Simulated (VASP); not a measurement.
# MgI2 (Fm-3m) in VASP: settings compared, part 2 of 2

VASP 6.6.1.

### 3 Single point, LDA

This run uses another cell than the first one, of 32.91 Å³/atom.

File INCAR:

```
PREC     = Accurate       # precision mode
ENCUT    = 520            # plane-wave cutoff, eV
EDIFF    = 1E-6           # SCF threshold, eV
ISMEAR   = -1             # smearing method
SIGMA    = 0.02           # smearing width, eV
LREAL    = F              # projectors in reciprocal space
LASPH    = T              # aspherical terms in the spheres
NELM     = 60             # most SCF steps
ALGO     = Normal         # electronic algorithm
ISIF     = 2              # what is computed and relaxed
LWAVE    = F              # write WAVECAR
LCHARG   = T              # write CHGCAR
LELF     = T              # ELF
LVHAR    = T            
NBANDS   = 15             # bands
```

File KPOINTS:

```
regular mesh
0
Gamma
  6 6 6
```

File POSCAR:

```
MgI2
1.0
    0.0000000000      3.6683630279      3.6683630279
    3.6683630279      0.0000000000      3.6683630279
    3.6683630279      3.6683630279      0.0000000000
Mg I
1 2
Direct
    0.0000000000      0.0000000000      0.0000000000
    0.2500000000      0.2500000000      0.2500000000
    0.7500000000      0.7500000000      0.7500000000
```

Potentials or basis: VASP PAW LDA potentials, release 64 (Mg, I).

Run with:

```console
> cat potpaw_LDA.64/Mg/POTCAR potpaw_LDA.64/I/POTCAR > POTCAR
> mpirun -np 1 vasp_std > vasp.out
```

OUTCAR:

```text
PREC = Accurate
   ENCUT = 520
   EDIFF = 1E-6
   ISMEAR = -1
   LREAL = F
   LASPH = T
   NELM = 60
   ISIF = 2

 ion  position               nearest neighbor table
   1  0.000  0.000  0.000-   3 3.18   3 3.18   3 3.18   2 3.18   3 3.18   2 3.18   2 3.18   2 3.18

   2  0.250  0.250  0.250-   1 3.18   1 3.18   1 3.18   1 3.18
   3  0.750  0.750  0.750-   1 3.18   1 3.18   1 3.18   1 3.18

  LATTYP: Found a face centered cubic cell.
 ALAT       =     7.3367260558

  Lattice vectors:

 A1 = (   0.0000000000,   3.6683630279,   3.6683630279)
 A2 = (   3.6683630279,   0.0000000000,   3.6683630279)
 A3 = (   3.6683630279,   3.6683630279,   0.0000000000)

Analysis of symmetry for initial positions (statically):
=====================================================================
 Subroutine PRICEL returns:
 Original cell was already a primitive cell.

 Routine SETGRP: Setting up the symmetry group for a
 face centered cubic supercell.

 Subroutine GETGRP returns: Found 48 space group operations
 (whereof 48 operations were pure point group operations)
 out of a pool of 48 trial point group operations.

The static configuration has the point symmetry O_h .

Analysis of symmetry for dynamics (positions and initial velocities):
=====================================================================
 Subroutine PRICEL returns:
 Original cell was already a primitive cell.

 Routine SETGRP: Setting up the symmetry group for a
 face centered cubic supercell.

 Subroutine GETGRP returns: Found 48 space group operations
 (whereof 48 operations were pure point group operations)
 out of a pool of 48 trial point group operations.

The dynamic configuration has the point symmetry O_h .

 Subroutine INISYM returns: Found 48 space group operations
 (whereof 48 operations are pure point group operations),
 and found     1 'primitive' translations
[... 114 lines left out ...]
   LHFCALC =     F    Hartree Fock is set to
   AEXX    =    0.0000 exact exchange contribution
   IVDW    =     0    specifies the selected vdW correction
   LEPSILON=     F    determine dielectric tensor
   LRPA    =     F    only Hartree local field effects (RPA)
 non-spin polarized calculation
  energy-cutoff  :      520.00
  volume of cell :       98.73
 maximum number of plane-waves:      2698
 NGX is ok and might be reduce to    40
   NGX = 19   NGY = 19   NGZ = 19

 number of electron      16.0000000 magnetization

 Free energy of the ion-electron system (eV)
  ---------------------------------------------------
  ext. energy  EPLUGINS =         0.00000000
  ---------------------------------------------------
  free energy    TOTEN  =        -7.80408533 eV

  energy without entropy =       -7.80408531  energy(sigma->0) =       -7.80408532

 E-fermi :   4.1679     XC(G=0):  -8.7172

 val. band max:        3.8842978557   @ k =   0.5000   0.5000   0.0000
 cond. band min:       4.4293668666   @ k =   0.0000   0.0000   0.0000
 fundamental gap:      0.5450690109
 Fermi energy:         4.1678957019

 k-point     1 :       0.0000    0.0000    0.0000
  band No.  band energies     occupation
      1      -9.5448      2.00000
      2      -7.6829      2.00000
      3       0.5483      2.00000
      4       0.5483      2.00000
      5       0.5483      2.00000
      6       2.6084      2.00000
      7       2.6084      2.00000
      8       2.6084      2.00000
      9       4.4294      0.00000
     10       6.6552      0.00000
     11       6.6552      0.00000
     12       6.6552      0.00000
     13       8.7314      0.00000
     14       8.7314      0.00000
[... 257 lines left out ...]
      2      -8.4302      2.00000
      3      -1.3646      2.00000
      4      -0.5985      2.00000
      5       0.3568      2.00000
      6       2.0492      2.00000
      7       3.4233      2.00000
      8       3.7406      2.00000
      9       5.3002      0.00000
     10       8.1450      0.00000
     11       8.7569      0.00000
     12       9.7112      0.00000
     13      11.2210      0.00000
     14      11.3993      0.00000
     15      11.5730      0.00000

------------------------ aborting loop because EDIFF is reached ----------------------------------------

  FORCE on cell =-STRESS in cart. coord.  units (eV):
  Direction    XX          YY          ZZ          XY          YZ          ZX
  --------------------------------------------------------------------------------------
  -------------------------------------------------------------------------------------
  Total       -0.0593698     -0.0593698     -0.0593698     -0.0000000      0.0000000     -0.0000000
  in kB       -0.9634505     -0.9634505     -0.9634505     -0.0000000      0.0000000     -0.0000000
  external PRESSURE =      -0.9634505 kB  Pullay stress =       0.0000000 kB

 VOLUME and BASIS-vectors are now :
 -----------------------------------------------------------------------------
  energy-cutoff  :      520.00
  volume of cell :       98.73
      direct lattice vectors                 reciprocal lattice vectors
     0.000000000  3.668363028  3.668363028    -0.136300578  0.136300578  0.136300578
     3.668363028  0.000000000  3.668363028     0.136300578 -0.136300578  0.136300578
     3.668363028  3.668363028  0.000000000     0.136300578  0.136300578 -0.136300578

 POSITION                                       TOTAL-FORCE (eV/Angst)
 -----------------------------------------------------------------------------------
      0.00000      0.00000      0.00000        -0.000000      0.000000      0.000000
      1.83418      1.83418      1.83418         0.000000      0.000000      0.000000
      5.50254      5.50254      5.50254        -0.000000     -0.000000     -0.000000
 -----------------------------------------------------------------------------------
    total drift:                                0.000000     -0.000000      0.000000

  FREE ENERGIE OF THE ION-ELECTRON SYSTEM (eV)
  ---------------------------------------------------
  free  energy   TOTEN  =        -7.8040853251 eV

  energy  without entropy=       -7.8040853137  energy(sigma->0) =       -7.80408532
```

OSZICAR:

```text
N       E                     dE             d eps       ncg     rms          rms(c)
DAV:   1     0.764994479977E+02    0.76499E+02   -0.58887E+03   480   0.846E+02
DAV:   2    -0.165945399866E+01   -0.78159E+02   -0.69716E+02   656   0.136E+02
DAV:   3    -0.810591759906E+01   -0.64465E+01   -0.64169E+01   599   0.437E+01
DAV:   4    -0.822981600766E+01   -0.12390E+00   -0.12389E+00   657   0.707E+00
DAV:   5    -0.823090325708E+01   -0.10872E-02   -0.10872E-02   641   0.602E-01    0.524E+00
DAV:   6    -0.789431312964E+01    0.33659E+00   -0.22200E-01   515   0.231E+00    0.337E+00
DAV:   7    -0.780910982851E+01    0.85203E-01   -0.16096E-01   564   0.194E+00    0.103E+00
DAV:   8    -0.780448352795E+01    0.46263E-02   -0.19619E-02   529   0.711E-01    0.181E-01
DAV:   9    -0.780414308846E+01    0.34044E-03   -0.13186E-03   578   0.220E-01    0.552E-02
DAV:  10    -0.780408481722E+01    0.58271E-04   -0.10799E-04   557   0.641E-02    0.247E-02
DAV:  11    -0.780408601738E+01   -0.12002E-05   -0.12018E-05   599   0.177E-02    0.141E-02
DAV:  12    -0.780408532509E+01    0.69230E-06   -0.14256E-06   387   0.625E-03
   1 F= -.78040853E+01 E0= -.78040853E+01  d E =-.113606E-07
```

It took 20 s on 1 thread of Intel Xeon Platinum 8488C (Sapphire Rapids), shared host; peak memory 0.2 GiB.

What came out:

```
Free energy            : -7.8041 eV
Pressure               : -0.1 GPa
Band gap on the k mesh : 0.55 eV (least direct gap 0.73 eV)
```

Caveat: spin-orbit coupling is left out, which moves the levels of the heavy elements. A k mesh can miss the band edges.

### 4 Single point, PBEsol

This run uses another cell than the first one, of 33.95 Å³/atom.

File INCAR:

```
SYSTEM = MgI2
PREC     = Accurate       ! precision mode
ENCUT    = 520            ! plane-wave cutoff, eV
EDIFF    = 1E-6           ! SCF threshold, eV
ISMEAR   = -1             ! smearing method
SIGMA    = 0.02           ! smearing width, eV
LREAL    = .FALSE.        ! projectors in reciprocal space
LASPH    = .TRUE.         ! aspherical terms in the spheres
NELM     = 80             ! most SCF steps
ALGO     = Normal         ! electronic algorithm
ISIF     = 2              ! what is computed and relaxed
LWAVE    = .FALSE.        ! write WAVECAR
LCHARG   = .FALSE.        ! write CHGCAR
GGA      = PS             ! functional
NBANDS   = 15             ! bands
```

File KPOINTS:

```
Automatic mesh
0
G
  6 6 6
  0 0 0
```

File POSCAR:

```
MgI2
1.0
    0.0000000000      3.7067824609      3.7067824609
    3.7067824609      0.0000000000      3.7067824609
    3.7067824609      3.7067824609      0.0000000000
Mg I
1 2
Direct
    0.0000000000      0.0000000000      0.0000000000
    0.2500000000      0.2500000000      0.2500000000
    0.7500000000      0.7500000000      0.7500000000
```

Potentials or basis: VASP PAW PBE potentials, release 64 (Mg, I).

Run with:

```console
> cat potpaw_PBE.64/Mg/POTCAR potpaw_PBE.64/I/POTCAR > POTCAR
> mpirun -np 1 vasp_std > vasp.out
```

Run time: 21 s. Hardware: 1 thread of Intel Xeon Platinum 8488C (Sapphire Rapids), shared host; peak memory 0.24 GiB.

It converged, with:

```
Free energy            : -7.1642 eV
Pressure               : 0.0 GPa
Band gap on the k mesh : 0.62 eV (least direct gap 0.91 eV)
```

Levels at points of the mesh, in eV from the valence-band top:
| k point | band 4 | band 5 | band 6 | band 7 | band 8 | band 9 | band 10 | band 11 | band 12 | band 13 |
| --- | --- | --- | --- | --- | --- | --- | --- | --- | --- | --- |
| (0.00, 0.00, 0.00) | -3.18 | -3.18 | -1.20 | -1.20 | -1.20 | 0.62 | 2.91 | 2.91 | 2.91 | 4.94 |
| (0.50, 0.00, 0.00) | -2.73 | -2.70 | -2.70 | -2.45 | -2.45 | 2.76 | 5.01 | 5.01 | 5.83 | 6.43 |
| (0.50, 0.50, 0.00) | -4.03 | -4.03 | -0.54 | -0.54 | 0.00 | 0.91 | 4.03 | 6.43 | 6.44 | 6.44 |

Caveat: the PAW data sets were made with another functional, which shifts forces and pressure a little; spin-orbit coupling is left out, which moves the levels of the heavy elements.

### 5 Single point, PBE

This run uses another cell than the first one, of 35.55 Å³/atom.

File INCAR:

```
SYSTEM = MgI2
  PREC = Accurate
  ENCUT = 520
  EDIFF = 1E-6
  ISMEAR = -1
  SIGMA = 0.02
  LREAL = .FALSE.
  LASPH = .TRUE.
  NELM = 100
  ALGO = Normal
  ISIF = 2
  LWAVE = .FALSE.
  LCHARG = .TRUE.
  GGA = PE
  LELF = .TRUE.
  LVHAR = .TRUE.
  NBANDS = 15
```

File KPOINTS:

```
regular mesh
0
G
  6 6 6
  0 0 0
```

File POSCAR:

```
MgI2
1.0
    0.0000000000      3.7638621720      3.7638621720
    3.7638621720      0.0000000000      3.7638621720
    3.7638621720      3.7638621720      0.0000000000
Mg I
1 2
Direct
    0.0000000000      0.0000000000      0.0000000000
    0.2500000000      0.2500000000      0.2500000000
    0.7500000000      0.7500000000      0.7500000000
```

Run with:

```console
> cat potpaw_PBE.64/Mg/POTCAR potpaw_PBE.64/I/POTCAR > POTCAR
> mpirun -np 1 vasp_std > vasp.out
```

It took 24 s on 1 thread of Intel Xeon Platinum 8488C (Sapphire Rapids), shared host; peak memory 0.24 GiB.

The run converged. Its results:

* Free energy: -6.4024 eV
* Pressure: 0.0 GPa
* Band gap on the k mesh: 0.57 eV (least direct gap 1.07 eV)

Levels at points of the mesh, in eV from the valence-band top:
```csv
k point,band 5,band 6,band 7,band 8,band 9,band 10,band 11,band 12
"(0.00, 0.00, 0.00)",-2.92,-1.10,-1.10,-1.10,0.57,3.13,3.13,3.13
"(0.50, 0.00, 0.00)",-2.47,-2.47,-2.23,-2.23,2.64,5.07,5.07,5.96
"(0.50, 0.50, 0.00)",-3.71,-0.49,-0.49,0.00,1.07,4.08,6.41,6.41
```

Caveat: spin-orbit coupling is left out, which moves the levels of the heavy elements. A k mesh can miss the band edges.

### 6 The runs side by side

| level | potentials or basis | cell | k mesh | smearing | gap on the mesh (eV) | pressure (GPa) |
| --- | --- | --- | --- | --- | --- | --- |
| PBE | VASP PAW PBE potentials, release 64 (Mg, I) | a = 5.311 Å, angles 60.0°, 3 atoms | 4 × 4 × 4 | gaussian 0.01 eV | 0.58 | 0.2 |
| LDA | VASP PAW LDA potentials, release 64 (Mg, I) | a = 5.188 Å, angles 60.0°, 3 atoms | 6 × 6 × 6 | fermi-dirac 0.02 eV | 0.55 | -0.1 |
| PBEsol | VASP PAW PBE potentials, release 64 (Mg, I) | a = 5.242 Å, angles 60.0°, 3 atoms | 6 × 6 × 6 | fermi-dirac 0.02 eV | 0.62 | 0.0 |
| PBE | VASP PAW PBE potentials, release 64 (Mg, I) | a = 5.323 Å, angles 60.0°, 3 atoms | 6 × 6 × 6 | fermi-dirac 0.02 eV | 0.57 | 0.0 |

Alike in all rows: task single point; no spin polarisation; cutoff (eV) 520.

Caveats: spin-orbit coupling is left out, which moves the levels of the heavy elements; the PAW data sets were made with another functional, which shifts forces and pressure a little (at least some runs).

Total energies depend on the potentials used, so only differences within one code and one set of settings carry meaning.
